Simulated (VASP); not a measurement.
# TiOs (Pm-3m) in VASP: single point with LDA

Aim: the single point of TiOs with LDA.

All numbers are computed with VASP 6.6.1; they aren't measurements. Logs are shortened: lines on timing, memory, paths and dates and some standing lists are left out, and cuts for length are marked.

## (1) The cell of the first run

Symmetry: Pm-3m, No. 221, cubic system. The conventional cell has a = 3.080 Å, b = 3.080 Å, c = 3.080 Å, α = 90.00°, β = 90.00°, γ = 90.00°. Within 3.5 Å of Ti (site symmetry m-3m) lie 8 Os at 2.67 Å and 6 Ti at 3.08 Å. Os (site symmetry m-3m) has 8 Ti at 2.67 Å and 6 Os at 3.08 Å within 3.5 Å.

## (2) Single point, LDA

INCAR

```
PREC = Accurate ; ENCUT = 600
EDIFF = 1E-6 ; ISMEAR = -1
SIGMA = 0.05 ; LREAL = False
LASPH = True ; NELM = 120
ALGO = Normal ; ISIF = 2
LWAVE = False ; LCHARG = False
NBANDS = 17 ; GGA_COMPAT = False
```

KPOINTS

```
Automatic mesh
0
Gamma
  7 7 7
```

POSCAR

```
TiOs
1.0
    3.0800000000      0.0000000000      0.0000000000
    0.0000000000      3.0800000000      0.0000000000
    0.0000000000      0.0000000000      3.0800000000
Ti Os
1 1
Direct
    0.5000000000      0.5000000000      0.5000000000
    0.0000000000      0.0000000000      0.0000000000
```

Potentials or basis: VASP PAW LDA potentials, release 64 (Ti_sv, Os).

Command:

```sh
$ cat potpaw_LDA.64/Ti_sv/POTCAR potpaw_LDA.64/Os/POTCAR > POTCAR
$ mpirun -np 1 vasp_std > vasp.out
```

OUTCAR:

```text
PREC = Accurate
   ENCUT = 600
   EDIFF = 1E-6
   ISMEAR = -1
   LREAL = False
   LASPH = True
   NELM = 120
   ISIF = 2

 ion  position               nearest neighbor table
   1  0.500  0.500  0.500-   2 2.67   2 2.67   2 2.67   2 2.67   2 2.67   2 2.67   2 2.67   2 2.67

   2  0.000  0.000  0.000-   1 2.67   1 2.67   1 2.67   1 2.67   1 2.67   1 2.67   1 2.67   1 2.67

  LATTYP: Found a simple cubic cell.
 ALAT       =     3.0800000000

  Lattice vectors:

 A1 = (   3.0800000000,   0.0000000000,   0.0000000000)
 A2 = (   0.0000000000,   3.0800000000,   0.0000000000)
 A3 = (   0.0000000000,   0.0000000000,   3.0800000000)

Analysis of symmetry for initial positions (statically):
=====================================================================
 Subroutine PRICEL returns:
 Original cell was already a primitive cell.

 Routine SETGRP: Setting up the symmetry group for a
 simple cubic supercell.

 Subroutine GETGRP returns: Found 48 space group operations
 (whereof 48 operations were pure point group operations)
 out of a pool of 48 trial point group operations.

The static configuration has the point symmetry O_h .

Analysis of symmetry for dynamics (positions and initial velocities):
=====================================================================
 Subroutine PRICEL returns:
 Original cell was already a primitive cell.

 Routine SETGRP: Setting up the symmetry group for a
 simple cubic supercell.

 Subroutine GETGRP returns: Found 48 space group operations
 (whereof 48 operations were pure point group operations)
 out of a pool of 48 trial point group operations.

The dynamic configuration has the point symmetry O_h .

 Subroutine INISYM returns: Found 48 space group operations
 (whereof 48 operations are pure point group operations),
 and found     1 'primitive' translations

----------------------------------------------------------------------------------------

                                     Primitive cell

  volume of cell :      29.2181

  direct lattice vectors                    reciprocal lattice vectors
     3.080000000  0.000000000  0.000000000     0.324675325  0.000000000  0.000000000
     0.000000000  3.080000000  0.000000000     0.000000000  0.324675325  0.000000000
     0.000000000  0.000000000  3.080000000     0.000000000  0.000000000  0.324675325

  length of vectors
     3.080000000  3.080000000  3.080000000     0.324675325  0.324675325  0.324675325

  position of ions in fractional coordinates (direct lattice)
     0.500000000  0.500000000  0.500000000
     0.000000000  0.000000000  0.000000000

  ion indices of the primitive-cell ions
   primitive index   ion index
                 1           1
                 2           2

----------------------------------------------------------------------------------------

 KPOINTS: Automatic mesh

Automatic generation of k-mesh.
 Grid dimensions read from file:
 generate k-points for:    7    7    7

 Generating k-lattice:

  Cartesian coordinates                     Fractional coordinates (reciprocal lattice)
     0.046382189  0.000000000  0.000000000     0.142857143  0.000000000  0.000000000
     0.000000000  0.046382189  0.000000000     0.000000000  0.142857143  0.000000000
     0.000000000  0.000000000  0.046382189     0.000000000  0.000000000  0.142857143

  Length of vectors
     0.046382189  0.046382189  0.046382189

  Shift w.r.t. Gamma in fractional coordinates (k-lattice)
     0.000000000  0.000000000  0.000000000

 Subroutine IBZKPT returns following result:
 ===========================================

 Found     20 irreducible k-points:

 Following reciprocal coordinates:
            Coordinates               Weight
  0.000000  0.000000  0.000000      1.000000
  0.142857  0.000000  0.000000      6.000000
  0.285714  0.000000  0.000000      6.000000
  0.428571  0.000000  0.000000      6.000000
  0.142857  0.142857  0.000000     12.000000
  0.285714  0.142857  0.000000     24.000000
[... 12 lines left out ...]
  0.428571  0.428571  0.285714     24.000000
  0.428571  0.428571  0.428571      8.000000
   k-points           NKPTS =     20   k-points in BZ     NKDIM =     20   number of bands    NBANDS=     17
   number of dos      NEDOS =    301   number of ions     NIONS =      2
   total plane-waves  NPLWV =  21952
   dimension x,y,z NGX =    28 NGY =   28 NGZ =   28
   dimension x,y,z NGXF=    56 NGYF=   56 NGZF=   56
   ions per type =               1   1
   NGX,Y,Z   is equivalent  to a cutoff of  15.11, 15.11, 15.11 a.u.
   NGXF,Y,Z  is equivalent  to a cutoff of  30.23, 30.23, 30.23 a.u.
 SYSTEM =  unknown system
   PREC   = accura    normal or accurate (medium, high low for compatibility)
   ISTART =      0    job   : 0-new  1-cont  2-samecut
   ICHARG =      2    charge: 1-file 2-atom 10-const
   ISPIN  =      1    spin polarized calculation?
   LNONCOLLINEAR =      F non collinear calculations
   LSORBIT =      F    spin-orbit coupling
   LASPH  =      T    aspherical Exc in radial PAW
   ENCUT  =  600.0 eV  44.10 Ry    6.64 a.u.   6.15  6.15  6.15*2*pi/ulx,y,z
   NELM   =    120;   NELMIN=  2; NELMDL= -5     # of ELM steps
   EDIFF  = 0.1E-05   stopping-criterion for ELM
   LREAL  =      F    real-space projection
   EDIFFG = 0.1E-04   stopping-criterion for IOM
   NSW    =      0    number of steps for IOM
   IBRION =     -1    ionic relax: 0-MD 1-quasi-New 2-CG
   NFREE  =      0    steps in history (QN), initial steepest desc. (CG)
   ISIF   =      2    stress and relaxation
   ISYM   =      2    0-nonsym 1-usesym 2-fastsym
   POTIM  = 0.5000    time-step for ionic-motion
   TEBEG  =    0.0;   TEEND  =   0.0 temperature during run
   PSTRESS=    0.0 pullay stress
   NELECT =      20.0000    total number of electrons
   NUPDOWN=      -1.0000    fix difference up-down
   EMIN   =  10.00;   EMAX   =-10.00  energy-range for DOS
   EFERMI =   0.00;   METHOD = LEGACY
   ISMEAR =    -1;   SIGMA  =   0.05  broadening in eV -4-tet -1-fermi 0-gaus
   EFERMI_NEDOS =   21; number of points for ismear=-14 and -15
   IALGO  =     38    algorithm
   IMIX   =      4    mixing-type and parameters
     AMIX     =   0.40;   BMIX     =  1.00
     AMIX_MAG =   1.60;   BMIX_MAG =  1.00
  volume/ion in A,a.u.               =      14.61        98.59
  Fermi-wavevector in a.u.,A,eV,Ry     =   1.442782  2.726463 28.322167  2.081621
  Thomas-Fermi vector in A             =   2.561264
   LORBIT       =      0    0 simple, 1 ext, 2 COOP (PROOUT), +10 PAW based schemes
   GGA     = CA    functional components
   LHFCALC =     F    Hartree Fock is set to
   AEXX    =    0.0000 exact exchange contribution
   IVDW    =     0    specifies the selected vdW correction
   LEPSILON=     F    determine dielectric tensor
   LRPA    =     F    only Hartree local field effects (RPA)
 non-spin polarized calculation
  energy-cutoff  :      600.00
  volume of cell :       29.22
 maximum number of plane-waves:       985
 NGX is ok and might be reduce to    28
   NGX = 13   NGY = 13   NGZ = 13

 number of electron      19.9999996 magnetization

 Free energy of the ion-electron system (eV)
  ---------------------------------------------------
  ext. energy  EPLUGINS =         0.00000000
  ---------------------------------------------------
  free energy    TOTEN  =       -22.64339593 eV

  energy without entropy =      -22.63889302  energy(sigma->0) =      -22.64114448

 E-fermi :   9.2697     XC(G=0): -13.3179

 val. band max:        9.0372184447   @ k =   0.4286   0.0000   0.0000
 cond. band min:       9.3068023367   @ k =   0.4286   0.4286   0.0000
 fundamental gap:      0.2695838920
 Fermi energy:         9.2697339947

 k-point     1 :       0.0000    0.0000    0.0000
  band No.  band energies     occupation
      1     -47.1086      2.00000
      2     -23.6316      2.00000
      3     -23.6316      2.00000
      4     -23.6316      2.00000
      5       0.8100      2.00000
      6       3.9789      2.00000
[... 9 lines left out ...]
     16      18.2861      0.00000
     17      18.2861      0.00000

 k-point     2 :       0.1429    0.0000    0.0000
  band No.  band energies     occupation
      1     -47.1034      2.00000
      2     -23.6798      2.00000
      3     -23.6305      2.00000
      4     -23.6305      2.00000
      5       1.2477      2.00000
      6       4.1878      2.00000
[... 9 lines left out ...]
     16      16.8520      0.00000
     17      19.6064      0.00000

 k-point     3 :       0.2857    0.0000    0.0000
  band No.  band energies     occupation
      1     -47.0918      2.00000
      2     -23.7867      2.00000
      3     -23.6279      2.00000
      4     -23.6279      2.00000
      5       2.3933      2.00000
      6       4.7656      2.00000
[... 9 lines left out ...]
     16      14.3723      0.00000
     17      22.3261      0.00000

 k-point     4 :       0.4286    0.0000    0.0000
  band No.  band energies     occupation
      1     -47.0825      2.00000
      2     -23.8711      2.00000
      3     -23.6258      2.00000
      4     -23.6258      2.00000
      5       3.6052      2.00000
      6       5.4567      2.00000
[... 9 lines left out ...]
     16      12.9318      0.00000
     17      25.1417      0.00000
[... 263 lines left out ...]
      1     -47.0587      2.00000
      2     -23.8247      2.00000
      3     -23.7501      2.00000
      4     -23.7389      2.00000
      5       5.0729      2.00000
      6       5.5494      2.00000
[... 9 lines left out ...]
     16      16.2304      0.00000
     17      19.0082      0.00000

 k-point    19 :       0.4286    0.4286    0.2857
  band No.  band energies     occupation
      1     -47.0518      2.00000
      2     -23.8181      2.00000
      3     -23.8177      2.00000
      4     -23.7412      2.00000
      5       4.9890      2.00000
      6       5.6509      2.00000
[... 9 lines left out ...]
     16      16.8530      0.00000
     17      17.4700      0.00000

 k-point    20 :       0.4286    0.4286    0.4286
  band No.  band energies     occupation
      1     -47.0445      2.00000
      2     -23.8185      2.00000
      3     -23.8185      2.00000
      4     -23.8152      2.00000
      5       5.4274      2.00000
      6       5.6642      2.00000
[... 9 lines left out ...]
     16      18.1531      0.00000
     17      18.8527      0.00000

------------------------ aborting loop because EDIFF is reached ----------------------------------------

  FORCE on cell =-STRESS in cart. coord.  units (eV):
  Direction    XX          YY          ZZ          XY          YZ          ZX
  --------------------------------------------------------------------------------------
  -------------------------------------------------------------------------------------
  Total       -1.6909282     -1.6909282     -1.6909282      0.0000000      0.0000000      0.0000000
  in kB      -92.7221727    -92.7221727    -92.7221727      0.0000000      0.0000000      0.0000000
  external PRESSURE =     -92.7221727 kB  Pullay stress =       0.0000000 kB

 VOLUME and BASIS-vectors are now :
 -----------------------------------------------------------------------------
  energy-cutoff  :      600.00
  volume of cell :       29.22
      direct lattice vectors                 reciprocal lattice vectors
     3.080000000  0.000000000  0.000000000     0.324675325  0.000000000  0.000000000
     0.000000000  3.080000000  0.000000000     0.000000000  0.324675325  0.000000000
     0.000000000  0.000000000  3.080000000     0.000000000  0.000000000  0.324675325

 POSITION                                       TOTAL-FORCE (eV/Angst)
 -----------------------------------------------------------------------------------
      1.54000      1.54000      1.54000         0.000000      0.000000      0.000000
      0.00000      0.00000      0.00000         0.000000      0.000000      0.000000
 -----------------------------------------------------------------------------------
    total drift:                                0.000000      0.000000      0.000000

  FREE ENERGIE OF THE ION-ELECTRON SYSTEM (eV)
  ---------------------------------------------------
  free  energy   TOTEN  =       -22.6433959345 eV

  energy  without entropy=      -22.6388930176  energy(sigma->0) =      -22.64114448
```

Run time: 20 s. Hardware: 1 thread of Intel Xeon 8259CL, shared host; peak memory 0.15 GiB.

Results:

* Free energy: -22.6434 eV
* Pressure: -9.3 GPa
* Band gap on the k mesh: zero (band 10 reaches 9.31 eV, above the bottom of band 11 at 9.04 eV)

Levels at points of the mesh, in eV from the Fermi level:
| k point | band 8 | band 9 | band 10 | band 11 | band 12 | band 13 |
| --- | --- | --- | --- | --- | --- | --- |
| (0.00, 0.00, 0.00) | -1.37 | -1.37 | -1.37 | 1.76 | 1.76 | 3.61 |

Caveat: spin-orbit coupling is left out, which moves the levels of the heavy elements.
